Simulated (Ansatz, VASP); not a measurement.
## SnTe: VASP beside Ansatz

```
CELL_PARAMETERS angstrom
0.00000 3.15085 3.15085
3.15085 0.00000 3.15085
3.15085 3.15085 0.00000
ATOMIC_POSITIONS crystal
Te 0.50000 0.50000 0.50000
Sn 0.00000 0.00000 0.00000
```

Alike in both runs: task relaxation of cell and atoms; functional RPBE; dispersion D4; k mesh 7 × 7 × 7; occupations fermi-dirac, width 0.05 eV; no spin polarisation.

|  | VASP | Ansatz |
| --- | --- | --- |
| version | VASP 6.6.1 | Ansatz 0.2.0 |
| potentials or method | VASP PAW PBE potentials, release 64 (Te, Sn_d) | Ansatz PAW |
| plane-wave cutoff (eV) | 600 | 420 |
| valence electrons in the cell | 20 | 30 |

VASP gave:

```
relaxed volume (Å³/atom)                                     : 30.82
relaxed cell length with the largest relative difference (Å) : 4.434
```

Q: Estimate Ansatz's values.

A: Relaxed volume (Å³/atom): 30.84; relaxed cell length with the largest relative difference (Å): 4.435.

VASP's potentials were made for PBE, not for RPBE. VASP's potentials hold 20 valence electrons a cell and Ansatz's 30, so a difference there can come from the potentials and not from the codes.

Neither program's run includes spin-orbit coupling. Noted on Ansatz's run: the plane-wave basis is chosen anew once the cell has moved, so the energies of steps on either side of that aren't comparable.
